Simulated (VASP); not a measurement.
# TiB2 (P6/mmm) in VASP: notebook, part 2 of 2

VASP 6.6.1.

## 3. Electric field gradients, PBEsol (equal xx and yy strain of -2 %)

Input file INCAR:

```
ALGO     = Normal         # electronic algorithm
EDIFF    = 1E-8           # SCF threshold, eV
ENCUT    = 520            # plane-wave cutoff, eV
GGA      = PS             # functional
ISIF     = 2              # what is computed and relaxed
ISMEAR   = -1             # smearing method
LASPH    = True           # aspherical terms in the spheres
LCHARG   = False          # write CHGCAR
LEFG     = True         
LREAL    = False          # projectors in reciprocal space
LWAVE    = False          # write WAVECAR
NBANDS   = 16             # bands
NELM     = 60             # most SCF steps
PREC     = Accurate       # precision mode
SIGMA    = 0.08           # smearing width, eV
```

Input file KPOINTS:

```
k-points
0
Gamma
  15 15 13
```

Input file POSCAR:

```
TiB2
1.0
    2.9686142376      0.0000000000      0.0000000000
   -1.4843071188      2.5708953438      0.0000000000
    0.0000000000      0.0000000000      3.2284000000
Ti B
1 2
Direct
    0.0000000000      0.0000000000      0.0000000000
    0.3333333333      0.6666666667      0.5000000000
    0.6666666667      0.3333333333      0.5000000000
```

Potentials or basis: VASP PAW PBE potentials, release 64 (Ti_sv, B).

The run is started by

```sh
$ cat potpaw_PBE.64/Ti_sv/POTCAR potpaw_PBE.64/B/POTCAR > POTCAR
$ mpirun -np 1 vasp_std > vasp.out
```

OUTCAR:

```text
EDIFF = 1E-8
   ENCUT = 520
   GGA = PS
   ISIF = 2
   ISMEAR = -1
   LASPH = True
   LREAL = False
   NELM = 60
   PREC = Accurate

 ion  position               nearest neighbor table
   1  0.000  0.000  0.000-   2 2.35   3 2.35   2 2.35   3 2.35   3 2.35   3 2.35   2 2.35   2 2.35
                             3 2.35   3 2.35   2 2.35   2 2.35
   2  0.333  0.667  0.500-   3 1.71   3 1.71   3 1.71   1 2.35   1 2.35   1 2.35   1 2.35   1 2.35
                             1 2.35
   3  0.667  0.333  0.500-   2 1.71   2 1.71   2 1.71   1 2.35   1 2.35   1 2.35   1 2.35   1 2.35
                             1 2.35

  LATTYP: Found a hexagonal cell.
 ALAT       =     2.9686142376
 C/A-ratio  =     1.0875107850

  Lattice vectors:

 A1 = (   2.9686142376,   0.0000000000,   0.0000000000)
 A2 = (  -1.4843071188,   2.5708953438,   0.0000000000)
 A3 = (   0.0000000000,   0.0000000000,   3.2284000000)

Analysis of symmetry for initial positions (statically):
=====================================================================
 Subroutine PRICEL returns:
 Original cell was already a primitive cell.

 Routine SETGRP: Setting up the symmetry group for a
 hexagonal supercell.

 Subroutine GETGRP returns: Found 24 space group operations
 (whereof 24 operations were pure point group operations)
 out of a pool of 24 trial point group operations.

The static configuration has the point symmetry D_6h.

Analysis of symmetry for dynamics (positions and initial velocities):
=====================================================================
 Subroutine PRICEL returns:
 Original cell was already a primitive cell.

 Routine SETGRP: Setting up the symmetry group for a
[... 167 lines left out ...]
      3     -22.3786      2.00000
      4     -22.3786      2.00000
      5      -3.3700      2.00000
      6       7.7977      2.00000
[... 433 lines left out ...]
      3     -22.6746      2.00000
      4     -22.6037      2.00000
      5       1.4090      2.00000
      6       1.4535      2.00000
[... 8 lines left out ...]
     15      19.3502      0.00000
     16      20.9159      0.00000

 [... further k-points ...]
[... 5 lines left out ...]
  --------------------------------------------------------------------------------------
  -------------------------------------------------------------------------------------
  Total        1.7977119      1.7977119     -0.4076027      0.0000000      0.0000000      0.0000000
  in kB      116.8974867    116.8974867    -26.5046517      0.0000000      0.0000000      0.0000000
  external PRESSURE =      69.0967739 kB  Pullay stress =       0.0000000 kB

 VOLUME and BASIS-vectors are now :
 -----------------------------------------------------------------------------
  energy-cutoff  :      520.00
  volume of cell :       24.64
      direct lattice vectors                 reciprocal lattice vectors
     2.968614238  0.000000000  0.000000000     0.336857510  0.194484774  0.000000000
    -1.484307119  2.570895344  0.000000000     0.000000000  0.388969548  0.000000000
     0.000000000  0.000000000  3.228400000     0.000000000  0.000000000  0.309750960

 POSITION                                       TOTAL-FORCE (eV/Angst)
 -----------------------------------------------------------------------------------
      0.00000      0.00000      0.00000        -0.000000      0.000000     -0.000000
     -0.00000      1.71393      1.61420        -0.000000     -0.000000     -0.000000
      1.48431      0.85697      1.61420         0.000000      0.000000      0.000000
 -----------------------------------------------------------------------------------
    total drift:                               -0.000000      0.000000      0.000000

  FREE ENERGIE OF THE ION-ELECTRON SYSTEM (eV)
  ---------------------------------------------------
  free  energy   TOTEN  =       -25.7629091238 eV

  energy  without entropy=      -25.7555467678  energy(sigma->0) =      -25.75922795

 Electric field gradients (V/A^2)
---------------------------------------------------------------------
 ion       V_xx      V_yy      V_zz      V_xy      V_xz      V_yz
---------------------------------------------------------------------
   1     -11.019   -11.020    22.039    -0.000     0.000     0.000
   2      -2.781    -2.781     5.562     0.000     0.000     0.000
   3      -2.781    -2.781     5.562     0.000     0.000     0.000
---------------------------------------------------------------------

 Electric field gradients after diagonalization (V/A^2)
 (convention: |V_zz| > |V_xx| > |V_yy|)
----------------------------------------------------------------------
 ion       V_xx      V_yy      V_zz     asymmetry (V_yy - V_xx)/ V_zz
----------------------------------------------------------------------
   1     -11.020   -11.019    22.039       0.000
   2      -2.781    -2.781     5.562       0.000
   3      -2.781    -2.781     5.562       0.000
----------------------------------------------------------------------

           NMR quadrupolar parameters

 Cq : quadrupolar parameter    Cq=e*Q*V_zz/h
 eta: asymmetry parameters     (V_yy - V_xx)/ V_zz
 Q  : nuclear electric quadrupole moment in mb (millibarn)
----------------------------------------------------------------------
 ion       Cq(MHz)       eta       Q (mb)
----------------------------------------------------------------------
   1       0.053       0.000       1.000
   2       0.013       0.000       1.000
   3       0.013       0.000       1.000
----------------------------------------------------------------------
```

OSZICAR:

```text
N       E                     dE             d eps       ncg     rms          rms(c)
DAV:   1     0.119627454611E+03    0.11963E+03   -0.89403E+03  6048   0.130E+03
DAV:   2    -0.241220401391E+02   -0.14375E+03   -0.13865E+03  6568   0.342E+02
DAV:   3    -0.308780100736E+02   -0.67560E+01   -0.66946E+01  8792   0.726E+01
DAV:   4    -0.310298986600E+02   -0.15189E+00   -0.15183E+00  7224   0.967E+00
DAV:   5    -0.310335485610E+02   -0.36499E-02   -0.36497E-02  8816   0.127E+00    0.178E+01
DAV:   6    -0.257604928991E+02    0.52731E+01   -0.20085E+01  8608   0.499E+01    0.402E+00
DAV:   7    -0.257614306497E+02   -0.93775E-03   -0.98711E-01  6512   0.112E+01    0.365E+00
DAV:   8    -0.257645457704E+02   -0.31151E-02   -0.79556E-02  9816   0.235E+00    0.682E-01
DAV:   9    -0.257632018876E+02    0.13439E-02   -0.27186E-02  7472   0.212E+00    0.217E-01
DAV:  10    -0.257629488661E+02    0.25302E-03   -0.27199E-03  8032   0.653E-01    0.905E-02
DAV:  11    -0.257629220824E+02    0.26784E-04   -0.23642E-04  8232   0.157E-01    0.564E-02
DAV:  12    -0.257629093662E+02    0.12716E-04   -0.58305E-05  7936   0.935E-02    0.897E-03
DAV:  13    -0.257629092909E+02    0.75309E-07   -0.41517E-06  7400   0.227E-02    0.271E-03
DAV:  14    -0.257629090280E+02    0.26292E-06   -0.34563E-07  8632   0.646E-03    0.945E-04
DAV:  15    -0.257629091345E+02   -0.10647E-06   -0.26580E-08  6568   0.147E-03    0.410E-04
DAV:  16    -0.257629091238E+02    0.10610E-07   -0.26578E-09  3632   0.609E-04    0.223E-05
DAV:  17    -0.257629091238E+02    0.72305E-10   -0.33410E-10  3192   0.155E-04
   1 F= -.25762909E+02 E0= -.25759228E+02  d E =-.736236E-02
```

stdout:

```text
POSCAR found type information on POSCAR TiB
 POSCAR found :  2 types and       3 ions
 scaLAPACK will be used
 -----------------------------------------------------------------------------
|                                                                             |
|                                                                             |
|     You enforced a specific xc type in the INCAR file but a different       |
|     I HOPE YOU KNOW WHAT YOU ARE DOING!                                     |
|                                                                             |
 -----------------------------------------------------------------------------

 LDA part: xc-table for (Slater+PW92), standard interpolation
 POSCAR, INCAR and KPOINTS ok, starting setup
 FFT: planning ... GRIDC
 FFT: planning ... GRID_SOFT
 FFT: planning ... GRID
 WAVECAR not read
 entering main loop
ion   1

ion   2

ion   3
```

Wall time 1.7 min (1 thread of Intel Xeon 8259CL, shared host); peak memory 0.19 GiB.

What came out:

* Free energy: -25.7629 eV
* Pressure: 6.9 GPa
* Band gap on the k mesh: zero (bands 9 and 10 overlap by 0.53 eV)
* Largest electric field gradient by atom: Ti +22.0; B +5.6 V/Å²

Stress tensor (GPa, compression positive):
```
11.69  0.00  0.00
 0.00 11.69  0.00
 0.00  0.00 -2.65
```

Electric field gradients, principal values (V/Å²):
| atom | least | middle | greatest (by size) |
| --- | --- | --- | --- |
| 1 Ti | -11.019 | -11.020 | 22.039 |
| 2 B | -2.781 | -2.781 | 5.562 |
| 3 B | -2.781 | -2.781 | 5.562 |

Caveat: the cell differs from its parent crystal (equal xx and yy strain of -2 %); the cell stands under pressure; without QUAD_EFG the Cq values of the log hold for a quadrupole moment of 1 mb, not for the nuclei; the PAW data sets were made with another functional, which shifts forces and pressure a little.

## 4. Electric field gradients, PBEsol (equal xx and yy strain of +1 %)

Input file INCAR:

```
SYSTEM = TiB2
PREC = Accurate ; ENCUT = 520
EDIFF = 1E-8 ; ISMEAR = -1
SIGMA = 0.08 ; LREAL = .FALSE.
LASPH = .TRUE. ; NELM = 80
ALGO = Normal ; ISIF = 2
LWAVE = .FALSE. ; LCHARG = .FALSE.
GGA = PS ; LEFG = .TRUE.
NBANDS = 16
```

Input file KPOINTS:

```
regular mesh
0
G
  15 15 13
  0 0 0
```

Input file POSCAR:

```
TiB2
1.0
    3.0594901836      0.0000000000      0.0000000000
   -1.5297450918      2.6495962217      0.0000000000
    0.0000000000      0.0000000000      3.2284000000
Ti B
1 2
Direct
    0.0000000000      0.0000000000      0.0000000000
    0.3333333333      0.6666666667      0.5000000000
    0.6666666667      0.3333333333      0.5000000000
```

Potentials or basis: VASP PAW PBE potentials, release 64 (Ti_sv, B).

The run is started by

```sh
$ cat potpaw_PBE.64/Ti_sv/POTCAR potpaw_PBE.64/B/POTCAR > POTCAR
$ mpirun -np 1 vasp_std > vasp.out
```

OUTCAR:

```text
SYSTEM = TiB2
   PREC = Accurate
   ENCUT = 520
   EDIFF = 1E-8
   ISMEAR = -1
   LREAL = .FALSE.
   LASPH = .TRUE.
   NELM = 80
   ISIF = 2
   GGA = PS

 ion  position               nearest neighbor table
   1  0.000  0.000  0.000-   2 2.39   3 2.39   2 2.39   3 2.39   3 2.39   3 2.39   2 2.39   2 2.39
                             3 2.39   3 2.39   2 2.39   2 2.39
   2  0.333  0.667  0.500-   3 1.77   3 1.77   3 1.77   1 2.39   1 2.39   1 2.39   1 2.39   1 2.39
                             1 2.39
   3  0.667  0.333  0.500-   2 1.77   2 1.77   2 1.77   1 2.39   1 2.39   1 2.39   1 2.39   1 2.39
                             1 2.39

  LATTYP: Found a hexagonal cell.
 ALAT       =     3.0594901836
 C/A-ratio  =     1.0552084845

  Lattice vectors:

 A1 = (   3.0594901836,   0.0000000000,   0.0000000000)
 A2 = (  -1.5297450918,   2.6495962217,   0.0000000000)
 A3 = (   0.0000000000,   0.0000000000,   3.2284000000)

Analysis of symmetry for initial positions (statically):
=====================================================================
[... 658 lines left out ...]
 POSITION                                       TOTAL-FORCE (eV/Angst)
 -----------------------------------------------------------------------------------
      0.00000      0.00000      0.00000         0.000000      0.000000      0.000000
     -0.00000      1.76640      1.61420         0.000000      0.000000      0.000000
      1.52975      0.88320      1.61420        -0.000000     -0.000000      0.000000
 -----------------------------------------------------------------------------------
    total drift:                               -0.000000      0.000000      0.000000

  FREE ENERGIE OF THE ION-ELECTRON SYSTEM (eV)
  ---------------------------------------------------
  free  energy   TOTEN  =       -25.7639695688 eV

  energy  without entropy=      -25.7556101794  energy(sigma->0) =      -25.75978987

 Electric field gradients (V/A^2)
---------------------------------------------------------------------
 ion       V_xx      V_yy      V_zz      V_xy      V_xz      V_yz
---------------------------------------------------------------------
   1      -8.486    -8.487    16.972    -0.001    -0.000     0.000
   2      -2.108    -2.108     4.215     0.000     0.000     0.000
   3      -2.108    -2.108     4.215     0.000     0.000     0.000
---------------------------------------------------------------------

 Electric field gradients after diagonalization (V/A^2)
 (convention: |V_zz| > |V_xx| > |V_yy|)
----------------------------------------------------------------------
 ion       V_xx      V_yy      V_zz     asymmetry (V_yy - V_xx)/ V_zz
----------------------------------------------------------------------
   1      -8.488    -8.485    16.972       0.000
   2      -2.108    -2.108     4.215       0.000
   3      -2.108    -2.108     4.215       0.000
----------------------------------------------------------------------

           NMR quadrupolar parameters

 Cq : quadrupolar parameter    Cq=e*Q*V_zz/h
 eta: asymmetry parameters     (V_yy - V_xx)/ V_zz
 Q  : nuclear electric quadrupole moment in mb (millibarn)
----------------------------------------------------------------------
 ion       Cq(MHz)       eta       Q (mb)
----------------------------------------------------------------------
   1       0.041       0.000       1.000
   2       0.010       0.000       1.000
   3       0.010       0.000       1.000
----------------------------------------------------------------------
```

OSZICAR:

```text
N       E                     dE             d eps       ncg     rms          rms(c)
DAV:   1     0.120063278630E+03    0.12006E+03   -0.90155E+03  6048   0.128E+03
DAV:   2    -0.236321514014E+02   -0.14370E+03   -0.13882E+03  6624   0.341E+02
DAV:   3    -0.305810117616E+02   -0.69489E+01   -0.68855E+01  8728   0.727E+01
DAV:   4    -0.307436028314E+02   -0.16259E+00   -0.16250E+00  7424   0.995E+00
DAV:   5    -0.307480341915E+02   -0.44314E-02   -0.44311E-02  8720   0.139E+00    0.166E+01
DAV:   6    -0.257844494041E+02    0.49636E+01   -0.20228E+01  8704   0.482E+01    0.371E+00
DAV:   7    -0.257675193206E+02    0.16930E-01   -0.10328E+00  6536   0.116E+01    0.328E+00
DAV:   8    -0.257684682702E+02   -0.94895E-03   -0.93474E-02 10088   0.260E+00    0.684E-01
DAV:   9    -0.257644348454E+02    0.40334E-02   -0.40623E-02  7696   0.249E+00    0.234E-01
DAV:  10    -0.257639547002E+02    0.48015E-03   -0.29274E-03  7552   0.650E-01    0.618E-02
DAV:  11    -0.257639988222E+02   -0.44122E-04   -0.35446E-04  8768   0.201E-01    0.547E-02
DAV:  12    -0.257639698243E+02    0.28998E-04   -0.12020E-04  7120   0.137E-01    0.117E-02
DAV:  13    -0.257639697160E+02    0.10836E-06   -0.48133E-06  7800   0.187E-02    0.204E-03
DAV:  14    -0.257639695193E+02    0.19668E-06   -0.30857E-07  7680   0.458E-03    0.582E-04
DAV:  15    -0.257639695784E+02   -0.59134E-07   -0.34141E-08  7576   0.122E-03    0.408E-04
DAV:  16    -0.257639695644E+02    0.14023E-07   -0.32022E-09  3864   0.517E-04    0.201E-04
DAV:  17    -0.257639695688E+02   -0.44222E-08   -0.12093E-09  3264   0.316E-04
   1 F= -.25763970E+02 E0= -.25759790E+02  d E =-.835939E-02
```

Wall time 1.8 min (1 thread of Intel Xeon 8259CL, shared host); peak memory 0.2 GiB.

Results:

* Free energy: -25.7640 eV
* Pressure: -9.9 GPa
* Band gap on the k mesh: zero (bands 9 and 10 overlap by 0.50 eV)
* Largest electric field gradient by atom: Ti +17.0; B +4.2 V/Å²

Levels at points of the mesh, in eV from the Fermi level:
```
           k point  band 7  band 8  band 9  band 10  band 11  band 12
(0.00, 0.00, 0.00)   -2.62   -2.19   -2.08     1.84     1.84     3.64
```

Electric field gradients, principal values (V/Å²):
```
atom   least  middle  greatest (by size)
1 Ti  -8.485  -8.488              16.972
 2 B  -2.108  -2.108               4.215
 3 B  -2.108  -2.108               4.215
```

Caveat: the cell differs from its parent crystal (equal xx and yy strain of +1 %); the cell stands under tension; without QUAD_EFG the Cq values of the log hold for a quadrupole moment of 1 mb, not for the nuclei; the PAW data sets were made with another functional, which shifts forces and pressure a little.
